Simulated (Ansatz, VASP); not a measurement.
One calculation of Zr, two programs

Contents of INCAR:

```
SYSTEM = Zr
ALGO     = Normal         ! electronic algorithm
EDIFF    = 1E-6           ! SCF threshold, eV
ENCUT    = 520            ! plane-wave cutoff, eV
GGA      = PE             ! functional
ISIF     = 2              ! what is computed and relaxed
ISMEAR   = 0              ! smearing method
LASPH    = .TRUE.         ! aspherical terms in the spheres
LCHARG   = .TRUE.         ! write CHGCAR
LELF     = .TRUE.         ! ELF
LREAL    = .FALSE.        ! projectors in reciprocal space
LVHAR    = .TRUE.       
LWAVE    = .FALSE.        ! write WAVECAR
NBANDS   = 12             ! bands
NELM     = 100            ! most SCF steps
PREC     = Accurate       ! precision mode
SIGMA    = 0.15           ! smearing width, eV
```

The input KPOINTS:

```
k-points
0
G
  18 18 18
  0 0 0
```

File POSCAR:

```
Zr
1.0
    0.0000000000      2.1197000000      2.2550000000
    2.2550000000      0.0000000000      2.2550000000
    2.2550000000      2.1197000000      0.0000000000
Zr
1
Direct
    0.0000000000      0.0000000000      0.0000000000
```

Input for Ansatz:

```yaml
crystal:
  lattice:
    - [0.0, 2.1197, 2.255]
    - [2.255, 0.0, 2.255]
    - [2.255, 2.1197, 0.0]
  atoms:
    - { symbol: Zr, position: [0.0, 0.0, 0.0] }
basis:
  ecutwfc: 420
kpoints:
  mp_grid: { grid: [18, 18, 18] }
hamiltonian:
  xc: pbe
scf:
  occupations: { method: gaussian, width: 0.15 }
output:
  forces: true
  stress: true
  eigenvalues: true
```

Change from the starting cell: strain -0.0600 x Voigt [0, 1, 0, 0, 0, 0], atoms carried along.

Alike in both runs: task single point; functional PBE; k mesh 18 × 18 × 18; occupations gaussian, width 0.15 eV; no spin polarisation.

|  | VASP | Ansatz |
| --- | --- | --- |
| version | VASP 6.6.1 | Ansatz 0.2.0 |
| potentials or method | VASP PAW PBE potentials, release 64 (Zr_sv), cutoff 520 eV | scalar-relativistic, plane waves, PAW |
| valence electrons in the cell | 12 | 12 |

```csv
,VASP,Ansatz,Ansatz less VASP
gap on the k mesh at the Fermi level (eV),none,none,-
pressure (GPa),7.4,7.4,-0.03
"traceless stress, the component that is largest in VASP (GPa)",1.16,1.15,-0.008
```

A gap of «none» marks a metal or a gap that the smearing closes. The functional is the same, so the differences come from potentials, cutoffs and numerics.
